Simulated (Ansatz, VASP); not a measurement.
## Two plane-wave programs on RbYSi2

```
CELL_PARAMETERS angstrom
3.88740 0.00000 0.00000
0.00000 3.88740 0.00000
0.00000 0.00000 7.59415
ATOMIC_POSITIONS crystal
Rb 0.00000 0.00000 0.50000
Y 0.00000 0.00000 0.00000
Si 0.50000 0.50000 0.84644
Si 0.50000 0.50000 0.15356
```

Alike in both runs: functional PBE; k mesh 12 × 12 × 6; occupations gaussian, width 0.1 eV; no spin polarisation.

Ansatz relaxed the structure, and its values are those at the end. VASP's run is a single point on that final structure, the one shown.

```csv
,VASP,Ansatz
version,VASP 6.6.1,Ansatz 0.2.0
potentials or method,"VASP PAW PBE potentials, release 64 (Rb_sv, Y_sv, Si), cutoff 520 eV","scalar-relativistic, plane waves, PAW"
valence electrons in the cell,28,28
```

```csv
,VASP,Ansatz,Ansatz less VASP
gap on the k mesh at the Fermi level (eV),none,none,-
pressure (GPa),0.0,0.0,+0.01
```

A gap of «none» marks a metal or a gap that the smearing closes. With one functional, cell and mesh, what is left measures potentials, basis and numerics.
